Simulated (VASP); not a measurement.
Crystal: Rh.

```xyz
1
Lattice="0.0000 1.8979 1.8979 1.8979 0.0000 1.8979 1.8979 1.8979 0.0000" Properties=species:S:1:pos:R:3 pbc="T T T"
Rh    0.0000    0.0000    0.0000
```

| Item | Value |
| --- | --- |
| Program | VASP 6.6.1 |
| Task | relaxation of cell and atoms |
| Functional | PBEsol |
| Potentials or basis | VASP PAW PBE potentials, release 64 (Rh_pv) |
| Cutoff | 600 eV |
| k mesh | 12 × 12 × 12 |
| Occupations | fermi-dirac, width 0.05 eV |
| Spin | no spin polarisation |

At the start: pressure -3.9 GPa; volume 13.67 Å³/atom.

Question: How do energy, volume and symmetry change on relaxing?

Answer: Over 3 steps the energy falls by 2.3 meV/atom and the volume is 13.49 Å³/atom (-1.3 %); space group Fm-3m (No. 225, to 0.05 Å).

Step by step:
```
step  energy change (eV)  largest force (eV/Å)  pressure (GPa)  volume (Å³)
   1              0.0000                0.0000           -3.93        13.67
   2              0.0139                0.0000           11.56        13.02
   3             -0.0023                0.0000           -0.05        13.49
```

Final structure:
```xyz
1
Lattice="0.0000 1.8893 1.8893 1.8893 0.0000 1.8893 1.8893 1.8893 0.0000" Properties=species:S:1:pos:R:3 pbc="T T T"
Rh    0.0000    0.0000    0.0000
```

Caveat: the PAW data sets were made with another functional, which shifts forces and pressure a little.
